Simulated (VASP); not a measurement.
# Sn2Ge3 (C2/m) in VASP: single point with PBE

Aim: the single point of Sn2Ge3 with PBE.

Program: VASP 6.6.1. These are calculated values, not measurements. Logs are shortened: lines on timing, memory, paths and dates and some standing lists are left out, and cuts for length are marked.

## Step 1: The cell of the first run

It takes space group C2/m (No. 12, monoclinic). Conventional cell: a = 8.393 Å, b = 5.291 Å, c = 5.557 Å, α = 90.00°, β = 112.49°, γ = 90.00°. Within 4.1 Å of Sn (site symmetry m) lie 4 Sn at 3.11 to 3.74 Å and 10 Ge at 3.11 to 3.74 Å. Ge (site symmetry m) has 7 Sn at 3.11 to 3.74 Å and 7 Ge at 3.11 to 3.74 Å within 4.1 Å. Within 4.1 Å of Ge (site symmetry 2/m) lie 8 Ge at 3.11 to 3.74 Å and 6 Sn at 3.11 Å.

## Step 2: Single point, PBE

The input, INCAR:

```
PREC = Accurate
ENCUT = 520
EDIFF = 1E-7
ISMEAR = 0
SIGMA = 0.1
LREAL = F
LASPH = T
NELM = 80
ALGO = Normal
ISIF = 2
LWAVE = F
LCHARG = F
GGA = PE
NBANDS = 43
```

The input, KPOINTS:

```
regular mesh
0
Gamma
  4 4 4
```

The input, POSCAR:

```
Sn2Ge3
1.0
    4.1966176400     -2.6454422100      0.0000000000
    4.1966176400      2.6454422100      0.0000000000
   -2.1258758700      0.0000000000      5.1340817300
Sn Ge
2 3
Direct
    0.4000000000      0.4000000000      0.2000000000
    0.6000000000      0.6000000000      0.8000000000
    0.8000000000      0.8000000000      0.4000000000
    0.2000000000      0.2000000000      0.6000000000
    0.0000000000      0.0000000000      0.0000000000
```

Potentials or basis: VASP PAW PBE potentials, release 64 (Sn_d, Ge_d).

Run with:

```sh
> cat potpaw_PBE.64/Sn_d/POTCAR potpaw_PBE.64/Ge_d/POTCAR > POTCAR
> mpirun -np 1 vasp_std > vasp.out
```

OUTCAR:

```text
PREC = Accurate
   ENCUT = 520
   EDIFF = 1E-7
   ISMEAR = 0
   LREAL = F
   LASPH = T
   NELM = 80
   ISIF = 2
   GGA = PE

 ion  position               nearest neighbor table
   1  0.400  0.400  0.200-   2 3.11   4 3.11   3 3.11   3 3.11   5 3.11   5 3.11   5 3.11   3 3.11
                             4 3.26   2 3.26   2 3.74   2 3.74
   2  0.600  0.600  0.800-   1 3.11   3 3.11   4 3.11   4 3.11   5 3.11   5 3.11   5 3.11   4 3.11
                             3 3.26   1 3.26   1 3.74   1 3.74
   3  0.800  0.800  0.400-   2 3.11   1 3.11   1 3.11   1 3.11   2 3.26
   4  0.200  0.200  0.600-   1 3.11   2 3.11   2 3.11   2 3.11   1 3.26
   5  0.000  0.000  0.000-   2 3.11   2 3.11   1 3.11   1 3.11   1 3.11   2 3.11

  LATTYP: Found a base centered monoclinic cell.
 ALAT       =     8.3932352800
 B/A-ratio  =     0.6303748487
 C/A-ratio  =     0.6620582361
 COS(beta)  =    -0.3825712345

  Lattice vectors:

 A1 = (   4.1966176400,  -2.6454422100,   0.0000000000)
 A2 = (   4.1966176400,   2.6454422100,   0.0000000000)
 A3 = (  -2.1258758700,   0.0000000000,   5.1340817300)

Analysis of symmetry for initial positions (statically):
=====================================================================
 Subroutine PRICEL returns:
 Original cell was already a primitive cell.

 Routine SETGRP: Setting up the symmetry group for a
 base centered monoclinic supercell.

 Subroutine GETGRP returns: Found  4 space group operations
 (whereof  4 operations were pure point group operations)
 out of a pool of  4 trial point group operations.

The static configuration has the point symmetry C_2h.

Analysis of symmetry for dynamics (positions and initial velocities):
=====================================================================
 Subroutine PRICEL returns:
 Original cell was already a primitive cell.

 Routine SETGRP: Setting up the symmetry group for a
 base centered monoclinic supercell.

 Subroutine GETGRP returns: Found  4 space group operations
 (whereof  4 operations were pure point group operations)
 out of a pool of  4 trial point group operations.

The dynamic configuration has the point symmetry C_2h.

 Subroutine INISYM returns: Found  4 space group operations
 (whereof  4 operations are pure point group operations),
 and found     1 'primitive' translations

----------------------------------------------------------------------------------------

                                     Primitive cell

  volume of cell :     113.9962

  direct lattice vectors                    reciprocal lattice vectors
     4.196617640 -2.645442210  0.000000000     0.119143568 -0.189004318  0.049333932
     4.196617640  2.645442210  0.000000000     0.119143568  0.189004318  0.049333932
    -2.125875870  0.000000000  5.134081730     0.000000000  0.000000000  0.194776798

  length of vectors
     4.960843084  4.960843084  5.556810544     0.228804849  0.228804849  0.194776798

  position of ions in fractional coordinates (direct lattice)
     0.400000000  0.400000000  0.200000000
     0.600000000  0.600000000  0.800000000
     0.800000000  0.800000000  0.400000000
     0.200000000  0.200000000  0.600000000
     0.000000000  0.000000000  0.000000000

  ion indices of the primitive-cell ions
   primitive index   ion index
                 1           1
                 2           2
                 3           3
                 4           4
                 5           5

----------------------------------------------------------------------------------------

 KPOINTS: regular mesh

Automatic generation of k-mesh.
 Grid dimensions read from file:
 generate k-points for:    4    4    4

 Generating k-lattice:

  Cartesian coordinates                     Fractional coordinates (reciprocal lattice)
     0.029785892 -0.047251079  0.012333483     0.250000000  0.000000000 -0.000000000
     0.029785892  0.047251079  0.012333483     0.000000000  0.250000000 -0.000000000
     0.000000000  0.000000000  0.048694199     0.000000000  0.000000000  0.250000000

  Length of vectors
     0.057201212  0.057201212  0.048694199

  Shift w.r.t. Gamma in fractional coordinates (k-lattice)
     0.000000000  0.000000000  0.000000000

 Subroutine IBZKPT returns following result:
 ===========================================

 Found     24 irreducible k-points:

 Following reciprocal coordinates:
            Coordinates               Weight
  0.000000  0.000000  0.000000      1.000000
  0.250000  0.000000  0.000000      4.000000
  0.500000  0.000000  0.000000      2.000000
  0.250000  0.250000  0.000000      2.000000
  0.500000  0.250000  0.000000      4.000000
 -0.250000  0.250000  0.000000      2.000000
[... 16 lines left out ...]
 -0.250000  0.250000  0.500000      2.000000
  0.500000  0.500000  0.500000      1.000000
   k-points           NKPTS =     24   k-points in BZ     NKDIM =     24   number of bands    NBANDS=     43
   number of dos      NEDOS =    301   number of ions     NIONS =      5
   total plane-waves  NPLWV =  67200
   dimension x,y,z NGX =    40 NGY =   40 NGZ =   42
   dimension x,y,z NGXF=    80 NGYF=   80 NGZF=   84
   ions per type =               2   3
   NGX,Y,Z   is equivalent  to a cutoff of  13.40, 13.40, 12.57 a.u.
   NGXF,Y,Z  is equivalent  to a cutoff of  26.81, 26.81, 25.13 a.u.
 SYSTEM =  unknown system
   PREC   = accura    normal or accurate (medium, high low for compatibility)
   ISTART =      0    job   : 0-new  1-cont  2-samecut
   ICHARG =      2    charge: 1-file 2-atom 10-const
   ISPIN  =      1    spin polarized calculation?
   LNONCOLLINEAR =      F non collinear calculations
   LSORBIT =      F    spin-orbit coupling
   LASPH  =      T    aspherical Exc in radial PAW
   ENCUT  =  520.0 eV  38.22 Ry    6.18 a.u.   9.22  9.22 10.33*2*pi/ulx,y,z
   NELM   =     80;   NELMIN=  2; NELMDL= -5     # of ELM steps
   EDIFF  = 0.1E-06   stopping-criterion for ELM
   LREAL  =      F    real-space projection
   EDIFFG = 0.1E-05   stopping-criterion for IOM
   NSW    =      0    number of steps for IOM
   IBRION =     -1    ionic relax: 0-MD 1-quasi-New 2-CG
   NFREE  =      0    steps in history (QN), initial steepest desc. (CG)
   ISIF   =      2    stress and relaxation
   ISYM   =      2    0-nonsym 1-usesym 2-fastsym
   POTIM  = 0.5000    time-step for ionic-motion
   TEBEG  =    0.0;   TEEND  =   0.0 temperature during run
   PSTRESS=    0.0 pullay stress
   NELECT =      70.0000    total number of electrons
   NUPDOWN=      -1.0000    fix difference up-down
   EMIN   =  10.00;   EMAX   =-10.00  energy-range for DOS
   EFERMI =   0.00;   METHOD = LEGACY
   ISMEAR =     0;   SIGMA  =   0.10  broadening in eV -4-tet -1-fermi 0-gaus
   EFERMI_NEDOS =   21; number of points for ismear=-14 and -15
   IALGO  =     38    algorithm
   IMIX   =      4    mixing-type and parameters
     AMIX     =   0.40;   BMIX     =  1.00
     AMIX_MAG =   1.60;   BMIX_MAG =  1.00
  volume/ion in A,a.u.               =      22.80       153.86
  Fermi-wavevector in a.u.,A,eV,Ry     =   1.391481  2.629518 26.343873  1.936220
  Thomas-Fermi vector in A             =   2.515316
   LORBIT       =      0    0 simple, 1 ext, 2 COOP (PROOUT), +10 PAW based schemes
   GGA     = PE    functional components
   LHFCALC =     F    Hartree Fock is set to
   AEXX    =    0.0000 exact exchange contribution
   IVDW    =     0    specifies the selected vdW correction
   LEPSILON=     F    determine dielectric tensor
   LRPA    =     F    only Hartree local field effects (RPA)
 non-spin polarized calculation
 Gauss-broadening in eV      SIGMA  =   0.10
  energy-cutoff  :      520.00
  volume of cell :      114.00
 maximum number of plane-waves:      3086
 NGX is ok and might be reduce to    40
   NGX = 19   NGY = 19   NGZ = 21

 number of electron      70.0000014 magnetization

 Free energy of the ion-electron system (eV)
  ---------------------------------------------------
  ext. energy  EPLUGINS =         0.00000000
  ---------------------------------------------------
  free energy    TOTEN  =       -19.87721420 eV

  energy without entropy =      -19.84344858  energy(sigma->0) =      -19.86033139

 E-fermi :   7.2115     XC(G=0): -10.7233

 val. band max:        7.2105292314   @ k =   0.2500   0.2500   0.0000
 cond. band min:       7.2406973395   @ k =   0.5000   0.2500   0.0000
 fundamental gap:      0.0301681081
 Fermi energy:         7.2115219977

 k-point     1 :       0.0000    0.0000    0.0000
  band No.  band energies     occupation
      1     -17.6269      2.00000
      2     -17.6261      2.00000
      3     -17.6202      2.00000
      4     -17.6154      2.00000
      5     -17.6140      2.00000
      6     -17.6069      2.00000
[... 35 lines left out ...]
     42      10.9030      0.00000
     43      14.1385      0.00000

 k-point     2 :       0.2500    0.0000    0.0000
  band No.  band energies     occupation
      1     -17.6290      2.00000
      2     -17.6253      2.00000
      3     -17.6217      2.00000
      4     -17.6153      2.00000
      5     -17.6116      2.00000
      6     -17.6094      2.00000
[... 35 lines left out ...]
     42      11.5636      0.00000
     43      12.0735      0.00000

 k-point     3 :       0.5000    0.0000    0.0000
  band No.  band energies     occupation
      1     -17.6305      2.00000
      2     -17.6227      2.00000
      3     -17.6224      2.00000
      4     -17.6167      2.00000
      5     -17.6147      2.00000
      6     -17.6082      2.00000
[... 35 lines left out ...]
     42      12.1758      0.00000
     43      12.3029      0.00000

 k-point     4 :       0.2500    0.2500    0.0000
  band No.  band energies     occupation
      1     -17.6260      2.00000
      2     -17.6251      2.00000
      3     -17.6210      2.00000
      4     -17.6164      2.00000
      5     -17.6108      2.00000
      6     -17.6103      2.00000
[... 863 lines left out ...]
     42      12.1106      0.00000
     43      12.4516      0.00000

 k-point    23 :      -0.2500    0.2500    0.5000
  band No.  band energies     occupation
      1     -17.6337      2.00000
      2     -17.6285      2.00000
      3     -17.6267      2.00000
      4     -17.6163      2.00000
      5     -17.6130      2.00000
      6     -17.6117      2.00000
[... 35 lines left out ...]
     42      10.8175      0.00000
     43      10.9899      0.00000

 k-point    24 :       0.5000    0.5000    0.5000
  band No.  band energies     occupation
      1     -17.6323      2.00000
      2     -17.6242      2.00000
      3     -17.6218      2.00000
      4     -17.6162      2.00000
      5     -17.6114      2.00000
      6     -17.6096      2.00000
[... 35 lines left out ...]
     42      12.3537      0.00000
     43      13.3098      0.00000

------------------------ aborting loop because EDIFF is reached ----------------------------------------

  FORCE on cell =-STRESS in cart. coord.  units (eV):
  Direction    XX          YY          ZZ          XY          YZ          ZX
  --------------------------------------------------------------------------------------
  -------------------------------------------------------------------------------------
  Total        0.1590685     -1.8002308      0.6351306      0.0000000      0.0000000     -0.1318026
  in kB        2.2356528    -25.3016186      8.9265404      0.0000000      0.0000000     -1.8524394
  external PRESSURE =      -4.7131418 kB  Pullay stress =       0.0000000 kB

 VOLUME and BASIS-vectors are now :
 -----------------------------------------------------------------------------
  energy-cutoff  :      520.00
  volume of cell :      114.00
      direct lattice vectors                 reciprocal lattice vectors
     4.196617640 -2.645442210  0.000000000     0.119143568 -0.189004318  0.049333932
     4.196617640  2.645442210  0.000000000     0.119143568  0.189004318  0.049333932
    -2.125875870  0.000000000  5.134081730     0.000000000  0.000000000  0.194776798

 POSITION                                       TOTAL-FORCE (eV/Angst)
 -----------------------------------------------------------------------------------
      2.93212      0.00000      1.02682        -0.149003      0.000000     -0.158786
      3.33524      0.00000      4.10727         0.149003      0.000000      0.158786
      5.86424      0.00000      2.05363         0.057157      0.000000      0.343798
      0.40312      0.00000      3.08045        -0.057157      0.000000     -0.343798
      0.00000      0.00000      0.00000        -0.000000      0.000000     -0.000000
 -----------------------------------------------------------------------------------
    total drift:                                0.000000     -0.000000     -0.000000

  FREE ENERGIE OF THE ION-ELECTRON SYSTEM (eV)
  ---------------------------------------------------
  free  energy   TOTEN  =       -19.8772141993 eV

  energy  without entropy=      -19.8434485802  energy(sigma->0) =      -19.86033139
```

It took 3.1 min on 1 thread of Intel Xeon 8259CL, shared host; peak memory 0.29 GiB.

What came out:

```yaml
Free_energy: -19.8772 eV
Pressure: -0.5 GPa
Largest_force: 0.349 eV/Å
Band_gap_on_the_k_mesh: zero (bands 35 and 36 overlap by 2.26 eV)
```

Forces on the atoms (eV/Å):
```
Sn  -0.149  0.000 -0.159
Sn   0.149  0.000  0.159
Ge   0.057  0.000  0.344
Ge  -0.057  0.000 -0.344
Ge   0.000  0.000  0.000
```

Caveat: spin-orbit coupling is left out, which moves the levels of the heavy elements.
